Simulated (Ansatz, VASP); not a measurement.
**HfH4O4: VASP beside Ansatz**

```
Hf O H
1.0
    13.50000    0.00000    0.00000
     0.00000   13.76000    0.00000
     0.00000    0.00000   12.85000
Hf O H
1 4 4
Direct
  0.46968 0.49997 0.52308
  0.59890 0.49997 0.45657
  0.45648 0.61550 0.60904
  0.36727 0.49997 0.41628
  0.45648 0.38445 0.60904
  0.66630 0.49997 0.43179
  0.44363 0.67291 0.64986
  0.33333 0.49997 0.35019
  0.44363 0.32703 0.64986
```

Alike in both runs: task single point; functional PBE; k mesh 1 × 1 × 1; occupations gaussian, width 0.01 eV; non-collinear spin, spin-orbit coupling.

|  | VASP | Ansatz |
| --- | --- | --- |
| version | VASP 6.6.1 | Ansatz 0.2.0 |
| potentials or method | VASP PAW PBE potentials, release 64 (Hf_pv, O, H), cutoff 520 eV | plane waves, PAW |
| valence electrons in the cell | 38 | 54 |

Ansatz gave:

| Quantity | Value |
| --- | --- |
| rms of the force components (eV/Å) | 0.149 |
| net moment per atom (μB) | 0.00 |

Which values does VASP return?

rms of the force components (eV/Å): 0.204; net moment per atom (μB): 0.00.

VASP's potentials hold 38 valence electrons a cell and Ansatz's 54, so a difference there can come from the potentials and not from the codes. Ansatz's warnings: structure snapped to symmetry, xc potential rough in thin density.
